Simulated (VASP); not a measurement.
Here is a VASP 6.6.1 calculation.

File INCAR:

```
SYSTEM = MoS2
ALGO = Normal
EDIFF = 1E-7
ENCUT = 520
ISIF = 2
ISMEAR = -1
LASPH = .TRUE.
LCHARG = .TRUE.
LELF = .TRUE.
LREAL = .FALSE.
LVHAR = .TRUE.
LWAVE = .FALSE.
NBANDS = 20
NELM = 80
PREC = Accurate
SIGMA = 0.05
```

File KPOINTS:

```
k-points
0
G
  10 10 2
  0 0 0
```

POSCAR

```
MoS2
1.0
    3.2260272831      0.0000000000      0.0000000000
   -1.6130136416      2.7938215805      0.0000000000
    0.0000000000      0.0000000000     17.5627129508
Mo S
1 2
Direct
    0.0000000000      0.0000000000      0.0000000000
    0.3333333333      0.6666666667      0.9105070200
    0.3333333333      0.6666666667      0.0894929800
```

Potentials or basis: VASP PAW LDA potentials, release 64 (Mo_sv, S).

Run with:

```console
$ cat potpaw_LDA.64/Mo_sv/POTCAR potpaw_LDA.64/S/POTCAR > POTCAR
$ mpirun -np 1 vasp_std > vasp.out
```

**Question.** What does it give for the band gap on the k mesh?

**Answer.** 1.64 eV (least direct gap 1.82 eV).

**Question.** Estimate the largest force.

**Answer.** 0.973 eV/Å.

Forces in eV/Å, atoms in the order of the input:
```
Mo   0.000  0.000  0.000
S    0.000  0.000  0.973
S    0.000  0.000 -0.973
```
